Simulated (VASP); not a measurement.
Na3SmP2, 6 atoms in the cell. It takes space group P4/mmm (No. 123, tetragonal). Conventional cell: a = 5.745 Å, b = 5.745 Å, c = 5.980 Å, α = 90.00°, β = 90.00°, γ = 90.00°. Within 3.8 Å of Na (site symmetry mmm) lie 2 Sm at 2.87 Å and 2 P at 2.87 Å. Na (site symmetry 4/mmm) has 2 Sm at 2.99 Å within 3.9 Å. Sm (site symmetry 4/mmm) has 6 Na at 2.87 to 2.99 Å within 3.8 Å. P (site symmetry 4/mmm) has 2 P at 2.99 Å within 3.9 Å. Within 3.8 Å of P (site symmetry 4/mmm) lie 4 Na at 2.87 Å and 2 P at 2.99 Å. The cell was generated, and may not be a known phase.

```yaml
Program: VASP 6.6.1
Task: relaxation of cell and atoms
Functional: PBE
Potentials_or_basis: VASP PAW PBE potentials, release 64 (Na_pv, Sm_3, P), 4f in core
Cutoff: 500 eV
k_mesh: 8 × 8 × 6
Occupations: gaussian, width 0.1 eV
Spin: no spin polarisation
Dipole_correction: no
Further_INCAR_settings: ALGO = Normal; EDIFF = 1e-07; IBRION = 2; EDIFFG = -0.01; NSW = 100; ISIF = 3
```

Potentials or basis: VASP PAW PBE potentials, release 64 (Na_pv, Sm_3, P), 4f in core.

The run is started by

```console
$ cat potpaw_PBE.64/Na_pv/POTCAR potpaw_PBE.64/Sm_3/POTCAR potpaw_PBE.64/P/POTCAR > POTCAR
$ mpirun -np 1 vasp_std > vasp.out
```

Hardware: 1 thread of Intel(R) Xeon(R) 6975P-C (Granite Rapids), with other jobs on the host.

Q: How long does it take, and how much memory?

A: It took 5.1 min on 1 thread of Intel(R) Xeon(R) 6975P-C (Granite Rapids) (shared host), peak memory 0.47 GiB. Counts: scf iterations 37, k points 60, ion steps 3.
